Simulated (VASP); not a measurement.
# LiNbO3 (R3c) in VASP: notebook, part 2 of 2

VASP 6.6.1. The steps go on from the part before.

## (4) Relaxation of shape and atoms at fixed volume, r2SCAN (10.90 Å³/atom)

This run uses another cell than the first one, of 10.90 Å³/atom.

The input, POSCAR:

```
LiNbO3
1.0
    2.5942244552      1.4977761875      4.6737158047
   -2.5942244552      1.4977761875      4.6737158047
    0.0000000000     -2.9955523751      4.6737158047
Li Nb O
2 2 6
Direct
    0.2820697279      0.2820697279      0.2820697279
    0.7820697279      0.7820697279      0.7820697279
    0.0001366435      0.0001366435      0.0001366435
    0.5001366435      0.5001366435      0.5001366435
    0.1079454267      0.3619796572      0.7196835447
    0.7196835447      0.1079454267      0.3619796572
    0.3619796572      0.7196835447      0.1079454267
    0.2196835447      0.8619796572      0.6079454267
    0.8619796572      0.6079454267      0.2196835447
    0.6079454267      0.2196835447      0.8619796572
```

The input, INCAR.step1:

```
SYSTEM = LiNbO3
ALGO = Normal ; EDIFF = 1E-5
EDIFFG = -0.005 ; ENCUT = 830
GGA = PE ; GGA_COMPAT = .FALSE.
IBRION = 2 ; ISIF = 3
ISMEAR = 0 ; KPAR = 4
LASPH = .TRUE. ; LCHARG = .FALSE.
LREAL = .FALSE. ; LWAVE = .TRUE.
NELM = 120 ; NELMIN = 4
NSW = 100 ; PREC = Accurate
SIGMA = 0.02
```

The input, INCAR.step2:

```
SYSTEM = LiNbO3
ALGO = Normal ; EDIFF = 1E-7
EDIFFG = -0.01 ; ENCUT = 830
GGA_COMPAT = .FALSE. ; IBRION = 2
ISIF = 4 ; ISMEAR = 0
ISTART = 1 ; KPAR = 4
LASPH = .TRUE. ; LCHARG = .FALSE.
LMIXTAU = .TRUE. ; LREAL = .FALSE.
LWAVE = .FALSE. ; METAGGA = R2SCAN
NELM = 120 ; NELMIN = 4
NSW = 50 ; PREC = Accurate
SIGMA = 0.02
```

The input, KPOINTS:

```
k-points
0
G
  6 6 6
  0 0 0
```

Potentials or basis: VASP PAW PBE potentials, release 64 (Li_sv, Nb_sv, O).

Command:

```bash
cat potpaw_PBE.64/Li_sv/POTCAR potpaw_PBE.64/Nb_sv/POTCAR potpaw_PBE.64/O/POTCAR > POTCAR
cp INCAR.step1 INCAR
mpirun -np 4 vasp_std > vasp.out
cp INCAR.step2 INCAR
mpirun -np 4 vasp_std > vasp.out
```

OUTCAR:

```text
SYSTEM = LiNbO3
   EDIFF = 1E-7
   EDIFFG = -0.01
   ENCUT = 830
   IBRION = 2
   ISIF = 4
   ISMEAR = 0
   ISTART = 1
   LASPH = .TRUE.
   LREAL = .FALSE.
   METAGGA = R2SCAN
   NELM = 120
   NELMIN = 4
   NSW = 50
   PREC = Accurate

 ion  position               nearest neighbor table
   1  0.282  0.282  0.282-   8 2.07  10 2.07   9 2.07   7 2.26   5 2.26   6 2.26
   2  0.782  0.782  0.782-   7 2.07   6 2.07   5 2.07   8 2.26   9 2.26  10 2.26
   3  0.000  0.000  0.000-   5 1.90   6 1.90   7 1.90   9 2.16   8 2.16  10 2.16
   4  0.500  0.500  0.500-   9 1.90  10 1.90   8 1.90   5 2.16   7 2.16   6 2.16
   5  0.108  0.362  0.720-   3 1.90   2 2.07   4 2.16   1 2.26
   6  0.720  0.108  0.362-   3 1.90   2 2.07   4 2.16   1 2.26
   7  0.362  0.720  0.108-   3 1.90   2 2.07   4 2.16   1 2.26
   8  0.220  0.862  0.608-   4 1.90   1 2.07   3 2.16   2 2.26
   9  0.862  0.608  0.220-   4 1.90   1 2.07   3 2.16   2 2.26
  10  0.608  0.220  0.862-   4 1.90   1 2.07   3 2.16   2 2.26

  LATTYP: Found a trigonal (rhomboedric) cell.
[... 559 lines left out ...]
  ext. energy  EPLUGINS =         0.00000000
  ---------------------------------------------------
  free energy    TOTEN  =      -118.65320683 eV

  energy without entropy =     -118.65320683  energy(sigma->0) =     -118.65320683

 E-fermi :   3.0582     XC(G=0): -11.3318

 val. band max:        2.9366493081   @ k =   0.1667   0.1667   0.1667
 cond. band min:       6.9280453718   @ k =   0.1667   0.1667  -0.0000
 fundamental gap:      3.9913960637
 Fermi energy:         3.0581861561

 k-point     1 :       0.0000    0.0000    0.0000
  band No.  band energies     occupation
      1     -52.9847      2.00000
      2     -52.9699      2.00000
      3     -41.0116      2.00000
      4     -41.0093      2.00000
      5     -28.5496      2.00000
      6     -28.5496      2.00000
[... 1021 lines left out ...]
     39       8.4758      0.00000
     40       8.6388      0.00000

 [... further k-points ...]
[... 5 lines left out ...]
  --------------------------------------------------------------------------------------
  -------------------------------------------------------------------------------------
  Total       -2.3767613     -2.3767613     -2.3151735      0.0000000      0.0000000      0.0000000
  in kB      -34.9484663    -34.9484663    -34.0428656      0.0000000      0.0000000      0.0000000
  external PRESSURE =     -34.6465994 kB  Pullay stress =       0.0000000 kB
[... 25 lines left out ...]
  FREE ENERGIE OF THE ION-ELECTRON SYSTEM (eV)
  ---------------------------------------------------
  free  energy   TOTEN  =      -118.6532068279 eV

  energy  without entropy=     -118.6532068279  energy(sigma->0) =     -118.65320683

 reached required accuracy - stopping structural energy minimisation
```

Wall time 30 min (4 MPI ranks of Intel Xeon 6975P-C (Granite Rapids), shared host); peak memory 0.66 GiB.

What came out:

```
Free energy                  : -118.6532 eV
Energy gained by relaxing    : 2.7 meV/atom
Ionic steps                  : 9
Pressure after relaxing      : -3.5 GPa
Largest force after relaxing : 0.007 eV/Å
Band gap on the k mesh       : 3.99 eV (least direct gap 4.01 eV)
```

Forces in eV/Å, atoms in the order of the input:
```
Li   0.000  0.000  0.003
Li   0.000  0.000  0.003
Nb   0.000  0.000  0.007
Nb   0.000  0.000  0.007
O    0.003 -0.006 -0.004
O    0.003  0.005 -0.004
O   -0.006  0.000 -0.004
O    0.006  0.000 -0.004
O   -0.003 -0.006 -0.004
O   -0.003  0.005 -0.004
```

The path:
```
step  energy change (eV)  largest force (eV/Å)  pressure (GPa)  volume (Å³)
   1              0.0000                0.3740           -6.20       108.96
   2             -0.0203                0.1448           -3.56       108.96
   3             -0.0210                0.0908           -3.99       108.96
   4             -0.0235                0.0658           -3.88       108.96
   5             -0.0262                0.0312           -3.56       108.96
   6             -0.0265                0.0130           -3.38       108.96
   7             -0.0265                0.0167           -3.35       108.96
   8             -0.0265                0.0150           -3.36       108.96
   9             -0.0265                0.0072           -3.46       108.96
```

Final structure:
```
Li Nb O
1.0
     2.59611    1.49887    4.66691
    -2.59611    1.49887    4.66691
     0.00000   -2.99774    4.66691
Li Nb O
2 2 6
Cartesian
  0.0000 0.0000 3.9543
  0.0000 0.0000 10.9546
  0.0000 0.0000 0.0040
  0.0000 0.0000 7.0044
  -0.6316 -1.4593 5.5494
  1.5796 0.1827 5.5494
  -0.9480 1.2766 5.5494
  -1.6481 -0.2222 7.8829
  0.6316 1.5384 7.8829
  1.0165 -1.3162 7.8829
```

Caveat: the PAW data sets were made with another functional, which shifts forces and pressure a little.

## (5) Overview

| task | cell | gap on the mesh (eV) | pressure (GPa) | largest force (eV/Å) |
| --- | --- | --- | --- | --- |
| single point | a = 5.394 Å, angles 55.5°, 10 atoms, atomic positions A | 4.09 | 8.4 | 0.02 |
| single point | a = 5.447 Å, angles 55.6°, 10 atoms, atomic positions B | 4.06 | 3.7 | 0.03 |
| relaxation of shape and atoms at fixed volume | relaxed from a = 5.551 Å, angles 55.7°, 10 atoms, atomic positions C | 3.99 | -3.5 | 0.01 |

Alike in all rows: level r2SCAN; potentials or basis VASP PAW PBE potentials, release 64 (Li_sv, Nb_sv, O); no spin polarisation; k mesh 6 × 6 × 6; cutoff (eV) 830; smearing gaussian 0.02 eV.

Caveats: the PAW data sets were made with another functional, which shifts forces and pressure a little; the cell stands under pressure (at least some runs).

Total energies depend on the potentials used, so only differences within one code and one set of settings carry meaning.
